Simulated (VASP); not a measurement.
Here is a VASP 6.6.1 calculation.

INCAR

```
PREC = Accurate
ENCUT = 400
EDIFF = 1E-8
ISMEAR = -1
SIGMA = 0.15
LREAL = False
LASPH = True
NELM = 120
ALGO = Normal
ISIF = 2
LWAVE = False
LCHARG = False
GGA = PS
LEFG = True
NBANDS = 42
GGA_COMPAT = False
```

The input KPOINTS:

```
regular mesh
0
Gamma
  6 6 8
```

POSCAR

```
WS3
1.0
    6.5328339133      0.0000000000      0.0000000000
    0.0000000000      6.5328339133      0.0000000000
    0.0000000000      0.0000000000      4.6773043488
W S
2 6
Direct
    0.5000000000      0.0000000000      0.9536311177
    0.0000000000      0.5000000000      0.0463688823
    0.2500000000      0.7500000000      0.0000000000
    0.7500000000      0.7500000000      0.0000000000
    0.7500000000      0.2500000000      0.0000000000
    0.2500000000      0.2500000000      0.0000000000
    0.5000000000      0.0000000000      0.4777054258
    0.0000000000      0.5000000000      0.5222945742
```

Potentials or basis: VASP PAW PBE potentials, release 64 (W_sv, S).

Command:

```console
$ cat potpaw_PBE.64/W_sv/POTCAR potpaw_PBE.64/S/POTCAR > POTCAR
$ mpirun -np 1 vasp_std > vasp.out
```

Task: Predict the pressure.

Result: 0.1 GPa.

Task: Estimate the band gap on the k mesh.

Result: Zero (bands 32 and 33 overlap by 1.15 eV).

Task: Predict the largest force.

Result: 0.004 eV/Å.

Electric field gradients, principal values (V/Å²):
```tsv
atom	least	middle	greatest (by size)
1 W	-8.831	-8.831	17.661
2 W	-8.831	-8.831	17.661
3 S	0.544	27.040	-27.584
4 S	0.544	27.040	-27.584
5 S	0.544	27.040	-27.584
6 S	0.544	27.040	-27.584
7 S	-1.866	-1.866	3.733
8 S	-1.866	-1.866	3.733
```

Caveat: without QUAD_EFG the Cq values of the log hold for a quadrupole moment of 1 mb, not for the nuclei; the PAW data sets were made with another functional, which shifts forces and pressure a little; spin-orbit coupling is left out, which moves the levels of the heavy elements.
